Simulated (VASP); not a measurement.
## Ti3Ga: single point with LDA

Ti3Ga:

```xyz
4
Lattice="0.0000 3.1324 3.1324 3.1324 0.0000 3.1324 3.1324 3.1324 0.0000" Properties=species:S:1:pos:R:3 pbc="T T T"
Ti    4.6986    4.6986    4.6986
Ti    0.0000    0.0000    0.0000
Ti    1.5662    1.5662    1.5662
Ga    3.1324    3.1324    3.1324
```

```
Program                : VASP 6.6.1
Task                   : single point
Functional             : LDA
Potentials or basis    : VASP PAW LDA potentials, release 64 (Ti_sv, Ga_d)
Cutoff                 : 520 eV
k mesh                 : 6 × 6 × 6
Occupations            : gaussian, width 0.1 eV
Spin                   : no spin polarisation
Dipole correction      : no
Further INCAR settings : ALGO = Normal; EDIFF = 1e-06; NBANDS = 32
```

```json
{
  "Pressure": "-2.0 GPa",
  "Band gap on the k mesh": "zero (an odd number of electrons rules out a gap without spin polarisation)"
}
```

Levels at points of the mesh, in eV from the Fermi level:
```tsv
k point	band 21	band 22	band 23	band 24	band 25	band 26	band 27	band 28
(0.00, 0.00, 0.00)	-2.03	-1.74	-1.74	0.07	0.07	0.07	2.64	2.64
(0.50, 0.00, 0.00)	-2.21	-0.50	-0.45	-0.45	0.10	0.10	1.08	1.16
(0.50, 0.50, 0.00)	-1.82	-0.76	-0.76	-0.28	-0.17	-0.17	1.27	1.28
```

It took 73 s on 1 thread of Intel Xeon 8259CL, on a shared host, peak memory 0.18 GiB.
